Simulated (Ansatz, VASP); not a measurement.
# One calculation of TaBi, two programs

```
CELL_PARAMETERS angstrom
0.00000 2.90930 2.90930
2.90930 0.00000 2.90930
2.90930 2.90930 0.00000
ATOMIC_POSITIONS crystal
Ta 0.50000 0.50000 0.50000
Bi 0.00000 0.00000 0.00000
```

Alike in both runs: task single point; functional PBEsol; k mesh 10 × 10 × 10; occupations gaussian, width 0.05 eV; no spin polarisation.

|  | VASP | Ansatz |
| --- | --- | --- |
| version | VASP 6.6.1 | Ansatz 0.2.0 |
| potentials or method | VASP PAW PBE potentials, release 64 (Ta_pv, Bi_d), cutoff 520 eV | scalar-relativistic, plane waves, PAW |
| valence electrons in the cell | 26 | 28 |

```tsv
	VASP	Ansatz	Ansatz less VASP
gap on the k mesh at the Fermi level (eV)	none	none	-
pressure (GPa)	-4.0	-4.0	+0.01
```

VASP's potentials were made for PBE, not for PBEsol. A gap of «none» marks a metal or a gap that the smearing closes. With one functional, cell and mesh, what is left measures potentials, basis and numerics. VASP's potentials hold 26 valence electrons a cell and Ansatz's 28, so a difference there can come from the potentials and not from the codes.

Spin-orbit coupling is off throughout.
